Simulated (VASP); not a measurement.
Write the native input for VASP 6.6.1 that does the following.

* Task: single point
* Functional: LDA
* Potentials or basis: VASP PAW LDA potentials, release 64 (Ga_d)
* Cutoff: 520 eV
* k mesh: 14 × 10 × 14
* Occupations: gaussian, width 0.05 eV
* Spin: no spin polarisation
* Dipole correction: no
* Further INCAR settings: ALGO = Fast; EDIFF = 1e-06; NBANDS = 20

The structure of Ga lies in POSCAR:

```
Ga
1.0
   -2.7660000000      0.0000000000      0.0000000000
   -0.1174474948      0.0000000000      3.3299294416
   -1.3830000000      4.0265000000      0.0000000000
Ga
2
Direct
    0.8690000000      0.2500000000      0.2620000000
    0.1310000000      0.7500000000      0.7380000000
```

The input as run:

INCAR

```
ALGO = Fast
EDIFF = 1E-6
ENCUT = 520
ISIF = 2
ISMEAR = 0
LASPH = T
LCHARG = F
LREAL = F
LWAVE = F
NBANDS = 20
NELM = 80
PREC = Accurate
SIGMA = 0.05
```

KPOINTS

```
k-points
0
Gamma
  14 10 14
```

Potentials or basis: VASP PAW LDA potentials, release 64 (Ga_d).

Run with:

```sh
$ cat potpaw_LDA.64/Ga_d/POTCAR > POTCAR
$ mpirun -np 1 vasp_std > vasp.out
```

Results of the run:

```
Pressure               : -3.9 GPa
Largest force          : 0.180 eV/Å
Band gap on the k mesh : zero (bands 13 and 14 overlap by 8.32 eV)
```

Caveat: the cell stands under tension.

Wall time 2.8 min on 1 thread of AMD EPYC 9R45 96-Core Processor (Zen 5), with other jobs on the host, peak memory 0.36 GiB.
